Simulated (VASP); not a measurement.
# Ta (Im-3m) in VASP: further runs

Ta is run at these levels: PBEsol; tasks: single point.

Everything below comes from runs of VASP 6.6.1. Logs are shortened: lines on timing, memory, paths and dates and some standing lists are left out, and cuts for length are marked.

### 1 The cell of the first run

It takes space group Im-3m (No. 229, cubic). The conventional cell has a = 3.128 Å, b = 3.128 Å, c = 3.128 Å, α = 90.00°, β = 90.00°, γ = 90.00°. Ta (site symmetry m-3m) has 14 Ta at 2.71 to 3.13 Å within 3.6 Å.

### 2 Single point, PBEsol, non-collinear spin, zero start, spin-orbit coupling (15.30 Å³/atom)

INCAR reads:

```
SYSTEM = Ta
  PREC = Accurate
  ENCUT = 520
  EDIFF = 1E-7
  ISMEAR = 0
  SIGMA = 0.05
  LREAL = .False.
  LASPH = .True.
  NELM = 150
  ALGO = Normal
  ISIF = 2
  LWAVE = .False.
  LCHARG = .False.
  LNONCOLLINEAR = .True.
  MAGMOM = 0 0 0
  LORBIT = 11
  LSORBIT = .True.
  GGA_COMPAT = .False.
  LORBMOM = .True.
  LMAXMIX = 4
  GGA = PS
  NBANDS = 22
```

KPOINTS reads:

```
Automatic mesh
0
Gamma
  22 22 22
  0 0 0
```

POSCAR reads:

```
Ta
1.0
   -1.5639398596      1.5639398596      1.5639398596
    1.5639398596     -1.5639398596      1.5639398596
    1.5639398596      1.5639398596     -1.5639398596
Ta
1
Direct
    0.0000000000      0.0000000000      0.0000000000
```

Potentials or basis: VASP PAW PBE potentials, release 64 (Ta_pv).

Started as:

```bash
> cat potpaw_PBE.64/Ta_pv/POTCAR > POTCAR
> mpirun -np 1 vasp_ncl > vasp.out
```

OUTCAR:

```text
SYSTEM = Ta
   PREC = Accurate
   ENCUT = 520
   EDIFF = 1E-7
   ISMEAR = 0
   LREAL = .False.
   LASPH = .True.
   NELM = 150
   ISIF = 2
   LNONCOLLINEAR = .True.
   LORBIT = 11
   LSORBIT = .True.
   GGA = PS

 ion  position               nearest neighbor table
   1  0.000  0.000  0.000-

  LATTYP: Found a body centered cubic cell.
 ALAT       =     3.1278797192

  Lattice vectors:

 A1 = (  -1.5639398596,   1.5639398596,   1.5639398596)
 A2 = (   1.5639398596,  -1.5639398596,   1.5639398596)
 A3 = (   1.5639398596,   1.5639398596,  -1.5639398596)

Analysis of symmetry for initial positions (statically):
=====================================================================
 Subroutine PRICEL returns:
 Original cell was already a primitive cell.

 Routine SETGRP: Setting up the symmetry group for a
 body centered cubic supercell.

 Subroutine GETGRP returns: Found 48 space group operations
 (whereof 48 operations were pure point group operations)
 out of a pool of 48 trial point group operations.

The static configuration has the point symmetry O_h .

Analysis of symmetry for dynamics (positions and initial velocities):
=====================================================================
 Subroutine PRICEL returns:
 Original cell was already a primitive cell.

 Routine SETGRP: Setting up the symmetry group for a
 body centered cubic supercell.

 Subroutine GETGRP returns: Found 48 space group operations
 (whereof 48 operations were pure point group operations)
 out of a pool of 48 trial point group operations.

The dynamic configuration has the point symmetry O_h .

Analysis of structural, dynamic, and magnetic symmetry:
=====================================================================
 Subroutine PRICEL returns:
 Original cell was already a primitive cell.

 Routine SETGRP: Setting up the symmetry group for a
 body centered cubic supercell.

 Subroutine GETGRP returns: Found 48 space group operations
 (whereof 48 operations were pure point group operations)
 out of a pool of 48 trial point group operations.

The overall configuration has the point symmetry O_h .

 Subroutine INISYM returns: Found 48 space group operations
 (whereof 48 operations are pure point group operations),
 and found     1 'primitive' translations

----------------------------------------------------------------------------------------

                                     Primitive cell

  volume of cell :      15.3010

  direct lattice vectors                    reciprocal lattice vectors
    -1.563939860  1.563939860  1.563939860     0.000000000  0.319705388  0.319705388
     1.563939860 -1.563939860  1.563939860     0.319705388  0.000000000  0.319705388
     1.563939860  1.563939860 -1.563939860     0.319705388  0.319705388  0.000000000

  length of vectors
     2.708823297  2.708823297  2.708823297     0.452131696  0.452131696  0.452131696

  position of ions in fractional coordinates (direct lattice)
     0.000000000  0.000000000  0.000000000

  ion indices of the primitive-cell ions
   primitive index   ion index
                 1           1

----------------------------------------------------------------------------------------

 KPOINTS: Automatic mesh

Automatic generation of k-mesh.
 Grid dimensions read from file:
 generate k-points for:   22   22   22

 Generating k-lattice:

  Cartesian coordinates                     Fractional coordinates (reciprocal lattice)
     0.000000000  0.014532063  0.014532063     0.045454545  0.000000000  0.000000000
[... 51 lines left out ...]
   ISTART =      0    job   : 0-new  1-cont  2-samecut
   ICHARG =      2    charge: 1-file 2-atom 10-const
   ISPIN  =      1    spin polarized calculation?
   LNONCOLLINEAR =      T non collinear calculations
   LSORBIT =      T    spin-orbit coupling
   LASPH  =      T    aspherical Exc in radial PAW
   ENCUT  =  520.0 eV  38.22 Ry    6.18 a.u.   5.04  5.04  5.04*2*pi/ulx,y,z
   NELM   =    150;   NELMIN=  2; NELMDL= -5     # of ELM steps
   EDIFF  = 0.1E-06   stopping-criterion for ELM
   LREAL  =      F    real-space projection
   EDIFFG = 0.1E-05   stopping-criterion for IOM
   NSW    =      0    number of steps for IOM
   IBRION =     -1    ionic relax: 0-MD 1-quasi-New 2-CG
   NFREE  =      0    steps in history (QN), initial steepest desc. (CG)
   ISIF   =      2    stress and relaxation
   ISYM   =      2    0-nonsym 1-usesym 2-fastsym
   POTIM  = 0.5000    time-step for ionic-motion
   TEBEG  =    0.0;   TEEND  =   0.0 temperature during run
   PSTRESS=    0.0 pullay stress
   NELECT =      11.0000    total number of electrons
   NUPDOWN=      -1.0000    fix difference up-down
   EMIN   =  10.00;   EMAX   =-10.00  energy-range for DOS
   EFERMI =   0.00;   METHOD = LEGACY
   ISMEAR =     0;   SIGMA  =   0.05  broadening in eV -4-tet -1-fermi 0-gaus
   EFERMI_NEDOS =   21; number of points for ismear=-14 and -15
   IALGO  =     38    algorithm
   IMIX   =      4    mixing-type and parameters
     AMIX     =   0.40;   BMIX     =  1.00
     AMIX_MAG =   1.60;   BMIX_MAG =  1.00
  volume/ion in A,a.u.               =      15.30       103.26
  Fermi-wavevector in a.u.,A,eV,Ry     =   1.466557  2.771391 29.263276  2.150790
  Thomas-Fermi vector in A             =   2.582280
   LORBIT       =     11    0 simple, 1 ext, 2 COOP (PROOUT), +10 PAW based schemes
   GGA     = PS    functional components
   LHFCALC =     F    Hartree Fock is set to
   AEXX    =    0.0000 exact exchange contribution
   IVDW    =     0    specifies the selected vdW correction
   LEPSILON=     F    determine dielectric tensor
   LRPA    =     F    only Hartree local field effects (RPA)
 Gauss-broadening in eV      SIGMA  =   0.05
  energy-cutoff  :      520.00
  volume of cell :       15.30
 maximum number of plane-waves:       848
   NGX =  9   NGY =  9   NGZ =  9

 number of electron      11.0000000 magnetization       0.0000000      0.0000000      0.0000000

 number of electron      11.0000004 magnetization       0.0000000     -0.0000000      0.0000000

 number of electron      11.0000004 magnetization      -0.0000000      0.0000000     -0.0000000

 Free energy of the ion-electron system (eV)
  ---------------------------------------------------
  ext. energy  EPLUGINS =         0.00000000
  ---------------------------------------------------
  free energy    TOTEN  =       -13.01544654 eV

  energy without entropy =      -13.01409911  energy(sigma->0) =      -13.01477283

 E-fermi :   6.6884     XC(G=0): -13.5877

 val. band max:        6.6876148772   @ k =  -0.3182   0.3636   0.0455
 cond. band min:       6.6917870860   @ k =  -0.3636   0.3636   0.1818
 fundamental gap:      0.0041722088
 Fermi energy:         6.6884471294

 k-point     1 :       0.0000    0.0000    0.0000
  band No.  band energies     occupation
      1     -31.1858      1.00000
      2     -31.1858      1.00000
      3     -23.0474      1.00000
      4     -23.0474      1.00000
      5     -23.0474      1.00000
      6     -23.0474      1.00000
[... 589 lines left out ...]
     21      24.0192      0.00000
     22      24.0192      0.00000

 [... further k-points ...]

------------------------ aborting loop because EDIFF is reached ----------------------------------------

  FORCE on cell =-STRESS in cart. coord.  units (eV):
  Direction    XX          YY          ZZ          XY          YZ          ZX
  --------------------------------------------------------------------------------------
  -------------------------------------------------------------------------------------
  Total        3.6891372      3.6891372      3.6891372      0.0000000      0.0000000     -0.0000000
  in kB      386.2915856    386.2915856    386.2915856      0.0000000      0.0000000     -0.0000000
  external PRESSURE =     386.2915856 kB  Pullay stress =       0.0000000 kB

 VOLUME and BASIS-vectors are now :
 -----------------------------------------------------------------------------
  energy-cutoff  :      520.00
  volume of cell :       15.30
      direct lattice vectors                 reciprocal lattice vectors
    -1.563939860  1.563939860  1.563939860     0.000000000  0.319705388  0.319705388
     1.563939860 -1.563939860  1.563939860     0.319705388  0.000000000  0.319705388
     1.563939860  1.563939860 -1.563939860     0.319705388  0.319705388  0.000000000

 POSITION                                       TOTAL-FORCE (eV/Angst)
 -----------------------------------------------------------------------------------
      0.00000      0.00000      0.00000         0.000000      0.000000      0.000000
 -----------------------------------------------------------------------------------
    total drift:                               -0.000000     -0.000000      0.000000

  FREE ENERGIE OF THE ION-ELECTRON SYSTEM (eV)
  ---------------------------------------------------
  free  energy   TOTEN  =       -13.0154465429 eV

  energy  without entropy=      -13.0140991074  energy(sigma->0) =      -13.01477283

 orbital moment (x)

 # of ion     p       d       tot
 ----------------------------------------
  1         0.000   0.000   0.000
 ----------------------------------------
            0.000   0.000   0.000

 orbital moment (y)

 # of ion     p       d       tot
 ----------------------------------------
  1         0.000  -0.000  -0.000
 ----------------------------------------
            0.000  -0.000  -0.000

 orbital moment (z)

 # of ion     p       d       tot
 ----------------------------------------
  1         0.000   0.000   0.000
 ----------------------------------------
            0.000   0.000   0.000

 Spin-Orbit-Coupling matrix elements

 Ion:    1  E_soc:     -1.4342052
 l=   1
     0.0000000    -0.2193592    -0.2193592
    -0.2193592     0.0000000    -0.2193592
    -0.2193592    -0.2193592     0.0000000
 l=   2
     0.0000000    -0.0051344     0.0000000    -0.0051344    -0.0145406
    -0.0051344     0.0000000    -0.0109055    -0.0051344    -0.0036352
     0.0000000    -0.0109055     0.0000000    -0.0109055     0.0000000
    -0.0051344    -0.0051344    -0.0109055     0.0000000    -0.0036352
    -0.0145406    -0.0036352     0.0000000    -0.0036352     0.0000000
 l=   3
     0.0000000     0.0000000     0.0000000     0.0000000     0.0000000     0.0000000     0.0000000
     0.0000000     0.0000000     0.0000000     0.0000000     0.0000000     0.0000000     0.0000000
     0.0000000     0.0000000     0.0000000     0.0000000     0.0000000     0.0000000     0.0000000
     0.0000000     0.0000000     0.0000000     0.0000000     0.0000000     0.0000000     0.0000000
     0.0000000     0.0000000     0.0000000     0.0000000     0.0000000     0.0000000     0.0000000
     0.0000000     0.0000000     0.0000000     0.0000000     0.0000000     0.0000000     0.0000000
     0.0000000     0.0000000     0.0000000     0.0000000     0.0000000     0.0000000     0.0000000

 total charge

# of ion       s       p       d       tot
------------------------------------------
    1        0.412   6.206   2.684   9.302

 magnetization (x)

# of ion       s       p       d       tot
------------------------------------------
    1        0.000   0.000  -0.000  -0.000

 magnetization (y)

# of ion       s       p       d       tot
------------------------------------------
    1       -0.000   0.000  -0.000  -0.000

 magnetization (z)

# of ion       s       p       d       tot
------------------------------------------
    1        0.000  -0.000   0.000   0.000
```

Wall time 3.6 min (1 thread of Oxide Virtual Turin-like, shared host); peak memory 0.24 GiB.

Results:

```
Free energy                                           : -13.0154 eV
Pressure                                              : 38.6 GPa
Net moment                                            : 0.00 μB per cell
Valence electrons inside the program's atomic spheres : Ta 9.30
```

Moments on the atoms (μB; x, y, z):
```
Ta  0.00 0.00 0.00
```

Caveat: the cell stands under pressure; the PAW data sets were made with another functional, which shifts forces and pressure a little.

### 3 Single point, PBEsol, non-collinear spin, zero start, spin-orbit coupling (16.20 Å³/atom)

This run uses another cell than the first one, of 16.20 Å³/atom.

INCAR reads:

```
SYSTEM = Ta
PREC = Accurate
ENCUT = 520
EDIFF = 1E-6
ISMEAR = 0
SIGMA = 0.05
LREAL = .False.
LASPH = .True.
NELM = 150
ALGO = Fast
ISIF = 2
LWAVE = .False.
LCHARG = .False.
MAGMOM = 0 0 0
LORBIT = 11
LSORBIT = .True.
GGA_COMPAT = .False.
LORBMOM = .True.
LMAXMIX = 4
GGA = PS
NBANDS = 22
```

KPOINTS reads:

```
regular mesh
0
Gamma
  22 22 22
  0 0 0
```

POSCAR reads:

```
Ta
1.0
   -1.5940229740      1.5940229740      1.5940229740
    1.5940229740     -1.5940229740      1.5940229740
    1.5940229740      1.5940229740     -1.5940229740
Ta
1
Direct
    0.0000000000      0.0000000000      0.0000000000
```

Potentials or basis: VASP PAW PBE potentials, release 64 (Ta_pv).

Started as:

```bash
> cat potpaw_PBE.64/Ta_pv/POTCAR > POTCAR
> mpirun -np 1 vasp_ncl > vasp.out
```

Run time: 6.7 min. Hardware: 1 thread of Oxide Virtual Turin-like, shared host; peak memory 0.29 GiB.

Results (log left out):

```yaml
Free_energy: -13.1798 eV
Pressure: 20.6 GPa
Net_moment: 0.00 μB per cell
Valence_electrons_inside_the_program's_atomic_spheres: Ta 9.17
```

Moments on the atoms (μB; x, y, z):
```
Ta  0.00 0.00 0.00
```

Caveat: the cell stands under pressure; the PAW data sets were made with another functional, which shifts forces and pressure a little.
